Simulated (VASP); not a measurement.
Crystal: Br.

```xyz
4
Lattice="3.3632 -2.3226 0.0000 3.3632 2.3226 0.0000 0.0000 0.0000 8.7023" Properties=species:S:1:pos:R:3 pbc="T T T"
Br    3.3632   -1.6959    0.9564
Br    3.3632   -0.6266    5.3075
Br    3.3632    1.6959    7.7459
Br    3.3632    0.6266    3.3948
```

- Program: VASP 6.6.1
- Task: relaxation of volume and atoms at fixed shape
- Functional: LDA
- Potentials or basis: VASP PAW LDA potentials, release 64 (Br)
- Cutoff: 500 eV
- k mesh: 5 × 5 × 3
- Occupations: fermi-dirac, width 0.02 eV
- Spin: no spin polarisation

At the start: pressure -1.2 GPa; volume 33.99 Å³/atom.

Question: Where does the relaxation end?

Answer: Over 14 steps the energy falls by 93.1 meV/atom and the volume is 26.96 Å³/atom (-20.7 %); space group Cmce (No. 64, to 0.05 Å).

The path:
```
step  energy change (eV)  largest force (eV/Å)  pressure (GPa)  volume (Å³)
   1              0.0000                0.7269           -1.18       135.95
   2             -0.1193                0.3168           -1.94       131.07
   3             -0.2821                0.4223           -2.53       118.20
   4             -0.3419                0.2942           -0.42       110.49
   5             -0.3422                0.2918           -0.23       109.94
   6             -0.3512                0.1984           -0.14       110.12
   7             -0.3576                0.1601            0.08       110.45
   8             -0.3611                0.1138           -0.16       110.71
   9             -0.3638                0.0338           -0.62       111.23
  10             -0.3664                0.0273           -0.51       110.70
  11             -0.3708                0.0632           -0.19       109.12
  12             -0.3711                0.0845           -0.05       108.51
  13             -0.3720                0.0494           -0.08       108.25
  14             -0.3724                0.0227           -0.11       107.84
```

Final structure:
```cif
data_structure
_symmetry_space_group_name_H-M 'P 1'
_symmetry_Int_Tables_number 1
_cell_length_a 3.7835
_cell_length_b 3.7835
_cell_length_c 8.0557
_cell_angle_alpha 90.000
_cell_angle_beta 90.000
_cell_angle_gamma 69.255
_cell_volume 107.84
loop_
_atom_site_label
_atom_site_type_symbol
_atom_site_fract_x
_atom_site_fract_y
_atom_site_fract_z
_atom_site_occupancy
Br1 Br 0.83828 0.16172 0.12030 1
Br2 Br 0.66172 0.33828 0.62030 1
Br3 Br 0.16172 0.83828 0.87970 1
Br4 Br 0.33828 0.66172 0.37970 1
```

Caveat: the volume moved by over 15 % at a fixed basis, so the end points are rough; the volume moved by -21 % from the deposited cell, more than functionals usually miss.
